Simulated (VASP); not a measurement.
# CaO (Fm-3m) in VASP: settings compared

The runs below take CaO through density of states, dielectric tensor, elastic constants, vibrations by perturbation theory, with BLYP, PBE, PBEsol, LDA.

Program: VASP 6.6.1. These are calculated values, not measurements. Logs are shortened: lines on timing, memory, paths and dates and some standing lists are left out, and cuts for length are marked.

## Step 1: The cell of the first run

The structure is cubic, space group Fm-3m (No. 225). Conventional cell: a = 4.807 Å, b = 4.807 Å, c = 4.807 Å, α = 90.00°, β = 90.00°, γ = 90.00°. Ca (site symmetry m-3m) has 6 O at 2.40 Å within 3.2 Å. O (site symmetry m-3m) has 6 Ca at 2.40 Å within 3.2 Å.

## Step 2: Density of states, BLYP

POSCAR reads:

```
CaO
1.0
    0.0000000000      2.4035556960      2.4035556960
    2.4035556960      0.0000000000      2.4035556960
    2.4035556960      2.4035556960      0.0000000000
Ca O
1 1
Direct
    0.0000000000      0.0000000000      0.0000000000
    0.5000000000      0.5000000000      0.5000000000
```

INCAR.step1 reads:

```
  AGGAC = 1.0
  AGGAX = 1.0
  ALDAC = 0.0
  ALDAX = 1.0
  ALGO = Normal
  EDIFF = 1E-6
  ENCUT = 520
  GGA = B5
  ISIF = 2
  ISMEAR = -1
  LASPH = T
  LCHARG = T
  LREAL = F
  LWAVE = F
  NBANDS = 15
  NELM = 80
  PREC = Accurate
  SIGMA = 0.05
```

KPOINTS.step1 reads:

```
k-points
0
Gamma
  6 6 6
```

INCAR.step2 reads:

```
  AGGAC = 1.0
  AGGAX = 1.0
  ALDAC = 0.0
  ALDAX = 1.0
  ALGO = Normal
  EDIFF = 1E-6
  ENCUT = 520
  GGA = B5
  ICHARG = 11
  ISIF = 2
  ISMEAR = -5
  LASPH = T
  LCHARG = F
  LORBIT = 10
  LREAL = F
  LWAVE = F
  NEDOS = 1001
  NELM = 80
  PREC = Accurate
  SIGMA = 0.05
```

KPOINTS.step2 reads:

```
k-points
0
Gamma
  9 9 9
```

Potentials or basis: VASP PAW PBE potentials, release 64 (Ca_sv, O).

Run with:

```
$ cat potpaw_PBE.64/Ca_sv/POTCAR potpaw_PBE.64/O/POTCAR > POTCAR
$ cp INCAR.step1 INCAR
$ cp KPOINTS.step1 KPOINTS
$ mpirun -np 1 vasp_std > vasp.out
$ cp INCAR.step2 INCAR
$ cp KPOINTS.step2 KPOINTS
$ mpirun -np 1 vasp_std > vasp.out
```

OUTCAR:

```text
EDIFF = 1E-6
   ENCUT = 520
   GGA = B5
   ICHARG = 11
   ISIF = 2
   ISMEAR = -5
   LASPH = T
   LORBIT = 10
   LREAL = F
   NELM = 80
   PREC = Accurate

 ion  position               nearest neighbor table
   1  0.000  0.000  0.000-   2 2.40   2 2.40   2 2.40   2 2.40   2 2.40   2 2.40
   2  0.500  0.500  0.500-   1 2.40   1 2.40   1 2.40   1 2.40   1 2.40   1 2.40

  LATTYP: Found a face centered cubic cell.
 ALAT       =     4.8071113920

  Lattice vectors:

 A1 = (   0.0000000000,   2.4035556960,   2.4035556960)
 A2 = (   2.4035556960,   0.0000000000,   2.4035556960)
 A3 = (   2.4035556960,   2.4035556960,   0.0000000000)

Analysis of symmetry for initial positions (statically):
=====================================================================
 Subroutine PRICEL returns:
 Original cell was already a primitive cell.

 Routine SETGRP: Setting up the symmetry group for a
 face centered cubic supercell.

 Subroutine GETGRP returns: Found 48 space group operations
 (whereof 48 operations were pure point group operations)
 out of a pool of 48 trial point group operations.

The static configuration has the point symmetry O_h .

Analysis of symmetry for dynamics (positions and initial velocities):
=====================================================================
 Subroutine PRICEL returns:
 Original cell was already a primitive cell.

 Routine SETGRP: Setting up the symmetry group for a
 face centered cubic supercell.

 Subroutine GETGRP returns: Found 48 space group operations
 (whereof 48 operations were pure point group operations)
 out of a pool of 48 trial point group operations.

The dynamic configuration has the point symmetry O_h .

 Subroutine INISYM returns: Found 48 space group operations
 (whereof 48 operations are pure point group operations),
 and found     1 'primitive' translations

----------------------------------------------------------------------------------------

                                     Primitive cell

  volume of cell :      27.7711

  direct lattice vectors                    reciprocal lattice vectors
     0.000000000  2.403555696  2.403555696    -0.208025136  0.208025136  0.208025136
     2.403555696  0.000000000  2.403555696     0.208025136 -0.208025136  0.208025136
     2.403555696  2.403555696  0.000000000     0.208025136  0.208025136 -0.208025136

  length of vectors
     3.399141063  3.399141063  3.399141063     0.360310104  0.360310104  0.360310104

  position of ions in fractional coordinates (direct lattice)
     0.000000000  0.000000000  0.000000000
     0.500000000  0.500000000  0.500000000

  ion indices of the primitive-cell ions
   primitive index   ion index
                 1           1
                 2           2

----------------------------------------------------------------------------------------

 KPOINTS: k-points

Automatic generation of k-mesh.
 Grid dimensions read from file:
 generate k-points for:    9    9    9

 Generating k-lattice:

  Cartesian coordinates                     Fractional coordinates (reciprocal lattice)
    -0.023113904  0.023113904  0.023113904     0.111111111  0.000000000  0.000000000
     0.023113904 -0.023113904  0.023113904     0.000000000  0.111111111  0.000000000
     0.023113904  0.023113904 -0.023113904     0.000000000  0.000000000  0.111111111

  Length of vectors
     0.040034456  0.040034456  0.040034456

  Shift w.r.t. Gamma in fractional coordinates (k-lattice)
     0.000000000  0.000000000  0.000000000

 TETIRR: Found    115 inequivalent tetrahedra from     4374

 Subroutine IBZKPT returns following result:
 ===========================================

 Found     35 irreducible k-points:

 Following reciprocal coordinates:
            Coordinates               Weight
  0.000000  0.000000  0.000000      1.000000
  0.111111  0.000000  0.000000      8.000000
  0.222222  0.000000  0.000000      8.000000
  0.333333  0.000000  0.000000      8.000000
  0.444444  0.000000  0.000000      8.000000
  0.111111  0.111111  0.000000      6.000000
[... 16 lines left out ...]
 -0.333333  0.333333  0.000000     12.000000
  0.444444  0.444444  0.000000      6.000000
 [... further k-points ...]
   k-points           NKPTS =     35   k-points in BZ     NKDIM =     35   number of bands    NBANDS=     12
   number of dos      NEDOS =   1001   number of ions     NIONS =      2
   total plane-waves  NPLWV =  21952
   dimension x,y,z NGX =    28 NGY =   28 NGZ =   28
   dimension x,y,z NGXF=    56 NGYF=   56 NGZF=   56
   ions per type =               1   1
   NGX,Y,Z   is equivalent  to a cutoff of  13.69, 13.69, 13.69 a.u.
   NGXF,Y,Z  is equivalent  to a cutoff of  27.39, 27.39, 27.39 a.u.
 SYSTEM =  unknown system
   PREC   = accura    normal or accurate (medium, high low for compatibility)
   ISTART =      0    job   : 0-new  1-cont  2-samecut
   ICHARG =     11    charge: 1-file 2-atom 10-const
   ISPIN  =      1    spin polarized calculation?
   LNONCOLLINEAR =      F non collinear calculations
   LSORBIT =      F    spin-orbit coupling
   LASPH  =      T    aspherical Exc in radial PAW
   ENCUT  =  520.0 eV  38.22 Ry    6.18 a.u.   6.32  6.32  6.32*2*pi/ulx,y,z
   NELM   =     80;   NELMIN=  2; NELMDL=  0     # of ELM steps
   EDIFF  = 0.1E-05   stopping-criterion for ELM
   LREAL  =      F    real-space projection
   EDIFFG = 0.1E-04   stopping-criterion for IOM
   NSW    =      0    number of steps for IOM
   IBRION =     -1    ionic relax: 0-MD 1-quasi-New 2-CG
   NFREE  =      0    steps in history (QN), initial steepest desc. (CG)
   ISIF   =      2    stress and relaxation
   ISYM   =      2    0-nonsym 1-usesym 2-fastsym
   POTIM  = 0.5000    time-step for ionic-motion
   TEBEG  =    0.0;   TEEND  =   0.0 temperature during run
   PSTRESS=    0.0 pullay stress
   NELECT =      16.0000    total number of electrons
   NUPDOWN=      -1.0000    fix difference up-down
   EMIN   =  10.00;   EMAX   =-10.00  energy-range for DOS
   EFERMI =   0.00;   METHOD = LEGACY
   ISMEAR =    -5;   SIGMA  =   0.05  broadening in eV -4-tet -1-fermi 0-gaus
   EFERMI_NEDOS =   21; number of points for ismear=-14 and -15
   IALGO  =     38    algorithm
   IMIX   =      4    mixing-type and parameters
     AMIX     =   0.40;   BMIX     =  1.00
     AMIX_MAG =   1.60;   BMIX_MAG =  1.00
  volume/ion in A,a.u.               =      13.89        93.70
  Fermi-wavevector in a.u.,A,eV,Ry     =   1.362231  2.574243 25.247954  1.855672
  Thomas-Fermi vector in A             =   2.488738
   LORBIT       =     10    0 simple, 1 ext, 2 COOP (PROOUT), +10 PAW based schemes
   GGA     = B5    functional components
   LHFCALC =     F    Hartree Fock is set to
   AEXX    =    0.0000 exact exchange contribution
   IVDW    =     0    specifies the selected vdW correction
   LEPSILON=     F    determine dielectric tensor
   LRPA    =     F    only Hartree local field effects (RPA)
 non-spin polarized calculation
 Fermi weights with tetrahedron method with Bloechl corrections
  energy-cutoff  :      520.00
  volume of cell :       27.77
 maximum number of plane-waves:       759
 NGX is ok and might be reduce to    28

 number of electron      15.9999997 magnetization

 Free energy of the ion-electron system (eV)
  ---------------------------------------------------
  ext. energy  EPLUGINS =         0.00000000
  ---------------------------------------------------
  free energy    TOTEN  =       -12.28421324 eV

  energy without entropy =      -12.28421324  energy(sigma->0) =      -12.28421324

 E-fermi :   2.7043     XC(G=0): -10.0306

 val. band max:        2.6673271887   @ k =   0.0000   0.0000   0.0000
 cond. band min:       6.4511823126   @ k =   0.4444   0.4444   0.0000
 fundamental gap:      3.7838551240
 Fermi energy:         2.7043285356

 k-point     1 :       0.0000    0.0000    0.0000
  band No.  band energies     occupation
      1     -34.9559      2.00000
      2     -15.8191      2.00000
      3     -15.8191      2.00000
      4     -15.8191      2.00000
      5     -12.7574      2.00000
      6       2.6673      2.00000
      7       2.6673      2.00000
      8       2.6673      2.00000
      9       7.6539      0.00000
     10       8.8364      0.00000
     11       8.8364      0.00000
     12       8.8364      0.00000

 k-point     2 :       0.1111    0.0000    0.0000
  band No.  band energies     occupation
      1     -34.9440      2.00000
      2     -15.9811      2.00000
      3     -15.8254      2.00000
      4     -15.8254      2.00000
      5     -12.5870      2.00000
      6       2.2516      2.00000
      7       2.4981      2.00000
      8       2.4981      2.00000
      9       8.1900      0.00000
     10       8.8240      0.00000
     11       9.0420      0.00000
     12       9.0420      0.00000

 k-point     3 :       0.2222    0.0000    0.0000
  band No.  band energies     occupation
      1     -34.9138      2.00000
      2     -16.3342      2.00000
      3     -15.8412      2.00000
      4     -15.8412      2.00000
      5     -12.2109      2.00000
      6       1.3996      2.00000
      7       2.1115      2.00000
      8       2.1115      2.00000
      9       8.8838      0.00000
     10       9.4246      0.00000
     11       9.5966      0.00000
     12       9.5966      0.00000

 k-point     4 :       0.3333    0.0000    0.0000
  band No.  band energies     occupation
      1     -34.8792      2.00000
      2     -16.6731      2.00000
      3     -15.8589      2.00000
      4     -15.8589      2.00000
      5     -11.8430      2.00000
      6       0.6123      2.00000
      7       1.7263      2.00000
      8       1.7263      2.00000
      9       9.2335      0.00000
     10      10.3073      0.00000
     11      10.3073      0.00000
     12      10.6602      0.00000

 k-point     5 :       0.4444    0.0000    0.0000
  band No.  band energies     occupation
      1     -34.8565      2.00000
      2     -16.8707      2.00000
      3     -15.8704      2.00000
      4     -15.8704      2.00000
      5     -11.6246      2.00000
      6       0.1575      2.00000
      7       1.4983      2.00000
      8       1.4983      2.00000
      9       9.6491      0.00000
     10      10.8304      0.00000
     11      10.8305      0.00000
     12      11.3987      0.00000
[... 228 lines left out ...]
      1     -34.8372      2.00000
      2     -16.4373      2.00000
      3     -16.0555      2.00000
      4     -16.0052      2.00000
      5     -12.3134      2.00000
      6       1.1644      2.00000
      7       2.0740      2.00000
      8       2.1968      2.00000
      9       6.9393      0.00000
     10      10.6038      0.00000
     11      11.4728      0.00000
     12      11.5249      0.00000

 k-point    22 :      -0.4444    0.3333    0.0000
  band No.  band energies     occupation
      1     -34.8269      2.00000
      2     -16.4318      2.00000
      3     -16.2025      2.00000
      4     -15.9885      2.00000
      5     -12.1958      2.00000
      6       1.3018      2.00000
      7       1.6077      2.00000
      8       1.9520      2.00000
      9       7.6405      0.00000
     10      10.7775      0.00000
     11      11.2039      0.00000
     12      11.6241      0.00000

 k-point    23 :      -0.3333    0.3333    0.0000
  band No.  band energies     occupation
      1     -34.8298      2.00000
      2     -16.4986      2.00000
      3     -16.2367      2.00000
      4     -15.9446      2.00000
      5     -12.0111      2.00000
      6       0.9808      2.00000
      7       1.5827      2.00000
      8       1.7058      2.00000
      9       8.7045      0.00000
     10      10.0923      0.00000
     11      11.2298      0.00000
     12      11.2332      0.00000

 k-point    24 :       0.4444    0.4444    0.0000
  band No.  band energies     occupation
      1     -34.8269      2.00000
      2     -16.4123      2.00000
      3     -16.0364      2.00000
      4     -16.0364      2.00000
      5     -12.4897      2.00000
      6       1.3454      2.00000
      7       2.3013      2.00000
      8       2.3013      2.00000
      9       6.4512      0.00000
     10      10.6094      0.00000
     11      11.3927      0.00000
     12      11.9687      0.00000

 [... further k-points ...]

------------------------ aborting loop because EDIFF is reached ----------------------------------------

  FORCE on cell =-STRESS in cart. coord.  units (eV):
  Direction    XX          YY          ZZ          XY          YZ          ZX
  --------------------------------------------------------------------------------------
  -------------------------------------------------------------------------------------
  Total        0.8565795      0.8565795      0.8565795      0.0000000      0.0000000      0.0000000
  in kB       49.4180613     49.4180613     49.4180613      0.0000000      0.0000000      0.0000000
  external PRESSURE =      49.4180613 kB  Pullay stress =       0.0000000 kB

 VOLUME and BASIS-vectors are now :
 -----------------------------------------------------------------------------
  energy-cutoff  :      520.00
  volume of cell :       27.77
      direct lattice vectors                 reciprocal lattice vectors
     0.000000000  2.403555696  2.403555696    -0.208025136  0.208025136  0.208025136
     2.403555696  0.000000000  2.403555696     0.208025136 -0.208025136  0.208025136
     2.403555696  2.403555696  0.000000000     0.208025136  0.208025136 -0.208025136

 POSITION                                       TOTAL-FORCE (eV/Angst)
 -----------------------------------------------------------------------------------
      0.00000      0.00000      0.00000         0.000000      0.000000      0.000000
      2.40356      2.40356      2.40356         0.000000      0.000000      0.000000
 -----------------------------------------------------------------------------------
    total drift:                                0.000000      0.000000      0.000000

  FREE ENERGIE OF THE ION-ELECTRON SYSTEM (eV)
  ---------------------------------------------------
  free  energy   TOTEN  =       -12.2842132413 eV

  energy  without entropy=      -12.2842132413  energy(sigma->0) =      -12.28421324

 total charge

# of ion       s       p       d       tot
------------------------------------------
    1        2.039   5.879   0.304   8.222
    2        1.541   3.469   0.000   5.010
--------------------------------------------------
tot          3.581   9.348   0.304  13.233
```

Run time: 21 s. Hardware: 1 thread of Intel Xeon Platinum 8375C at 2.90GHz (Ice Lake), shared host; peak memory 0.15 GiB.

Results:

- Valence electrons inside the program's atomic spheres: Ca 8.22; O 5.01

Caveat: the PAW data sets were made with another functional, which shifts forces and pressure a little.

## Step 3: Dielectric tensor, PBE

INCAR reads:

```
PREC = Accurate
ENCUT = 520
EDIFF = 1E-8
ISMEAR = 0
SIGMA = 0.01
LREAL = False
LASPH = True
NELM = 60
ALGO = Normal
ISIF = 2
LWAVE = False
LCHARG = False
GGA = PE
LEPSILON = True
```

KPOINTS reads:

```
regular mesh
0
Gamma
  10 10 10
```

POSCAR is that of step 2.

Potentials or basis: VASP PAW PBE potentials, release 64 (Ca_sv, O).

Run with:

```
$ cat potpaw_PBE.64/Ca_sv/POTCAR potpaw_PBE.64/O/POTCAR > POTCAR
$ mpirun -np 1 vasp_std > vasp.out
```

OUTCAR:

```text
PREC = Accurate
   ENCUT = 520
   EDIFF = 1E-8
   ISMEAR = 0
   LREAL = False
   LASPH = True
   NELM = 60
   ISIF = 2
   GGA = PE
   LEPSILON = True

 ion  position               nearest neighbor table
   1  0.000  0.000  0.000-   2 2.40   2 2.40   2 2.40   2 2.40   2 2.40   2 2.40
   2  0.500  0.500  0.500-   1 2.40   1 2.40   1 2.40   1 2.40   1 2.40   1 2.40

  LATTYP: Found a face centered cubic cell.
 ALAT       =     4.8071113920

  Lattice vectors:

 A1 = (   0.0000000000,   2.4035556960,   2.4035556960)
 A2 = (   2.4035556960,   0.0000000000,   2.4035556960)
 A3 = (   2.4035556960,   2.4035556960,   0.0000000000)

Analysis of symmetry for initial positions (statically):
=====================================================================
 Subroutine PRICEL returns:
 Original cell was already a primitive cell.

 Routine SETGRP: Setting up the symmetry group for a
 face centered cubic supercell.

 Subroutine GETGRP returns: Found 48 space group operations
 (whereof 48 operations were pure point group operations)
 out of a pool of 48 trial point group operations.

The static configuration has the point symmetry O_h .

[... 578 lines left out ...]
  ---------------------------------------------------
  free energy    TOTEN  =        -0.23498047 eV

  energy without entropy =       -0.23498047

------------------------ aborting loop because EDIFF is reached ----------------------------------------

 PIEZOELECTRIC TENSOR FIELD DIRECTION 3  (e Angst)
 -----------------------------------------------------------------------------
    -0.00006  0.00000  0.00000           ( -0.00000  0.00000  0.00000)
     0.00000 -0.00006 -0.00000           (  0.00000 -0.00000  0.00000)
     0.00000  0.00000 -0.00045           (  0.00000  0.00000 -0.00000)

 PIEZOELECTRIC TENSOR FIELD DIRECTION 3  (C/m^2)
 -----------------------------------------------------------------------------
    -0.00003  0.00000  0.00000
     0.00000 -0.00003 -0.00000
     0.00000  0.00000 -0.00026

 MACROSCOPIC STATIC DIELECTRIC TENSOR (including local field effects in DFT)
 ------------------------------------------------------
           3.789242     0.000000     0.000000
          -0.000000     3.789242     0.000000
          -0.000000     0.000000     3.789242
 ------------------------------------------------------

 PIEZOELECTRIC TENSOR (including local field effects)  for field in x, y, z        (e  Angst)
          XX          YY          ZZ          XY          YZ          ZX
  --------------------------------------------------------------------------------
  x     0.00000     0.00000     0.00000     0.00000     0.00000     0.00000
  y     0.00000     0.00000     0.00000     0.00000     0.00000     0.00000
  z     0.00000     0.00000     0.00000     0.00000     0.00000     0.00000

 PIEZOELECTRIC TENSOR (including local field effects)  for field in x, y, z        (C/m^2)
          XX          YY          ZZ          XY          YZ          ZX
  --------------------------------------------------------------------------------
  x     0.00000     0.00000     0.00000     0.00000     0.00000     0.00000
  y     0.00000     0.00000     0.00000     0.00000     0.00000     0.00000
  z     0.00000     0.00000     0.00000     0.00000     0.00000     0.00000

 BORN EFFECTIVE CHARGES (including local field effects) (in |e|, cummulative output)
 ---------------------------------------------------------------------------------
 ion    1
    1     2.35644     0.00000     0.00000
    2    -0.00000     2.35644    -0.00000
    3     0.00000    -0.00000     2.35644
 ion    2
    1    -2.35644    -0.00000    -0.00000
    2     0.00000    -2.35644     0.00000
    3    -0.00000     0.00000    -2.35644
```

It took 3.4 min on 1 thread of Intel Xeon 6975P-C (Granite Rapids), shared host; peak memory 0.24 GiB.

Results:

```yaml
Band_gap_on_the_k_mesh: 3.64 eV, indirect (least direct gap 4.01 eV)
Electronic_dielectric_tensor_diagonal: 3.79
Born_charges_mean_of_the_diagonal: Ca +2.36; O -2.36 e
```

Levels at points of the mesh, in eV from the valence-band top:
```
           k point  band 5  band 6  band 7  band 8  band 9  band 10  band 11  band 12
(0.00, 0.00, 0.00)  -15.53    0.00    0.00    0.00    4.71     6.22     6.22     6.22
(0.50, 0.00, 0.00)  -14.34   -2.64   -1.20   -1.20    7.05     8.35     8.35     8.50
(0.50, 0.50, 0.00)  -15.29   -1.30   -0.37   -0.37    3.64     8.04     8.89     9.53
```

Electronic dielectric tensor:
```
3.79 0.00 0.00
0.00 3.79 0.00
0.00 0.00 3.79
```

Born effective charge tensors (e):
atom 1, Ca
```
2.36 0.00 0.00
0.00 2.36 0.00
0.00 0.00 2.36
```
atom 2, O
```
-2.36  0.00  0.00
 0.00 -2.36  0.00
 0.00  0.00 -2.36
```

A k mesh can miss the band edges. As with any semilocal functional, this PBE gap is likely too small.

(Continued in part 2 of 2.)
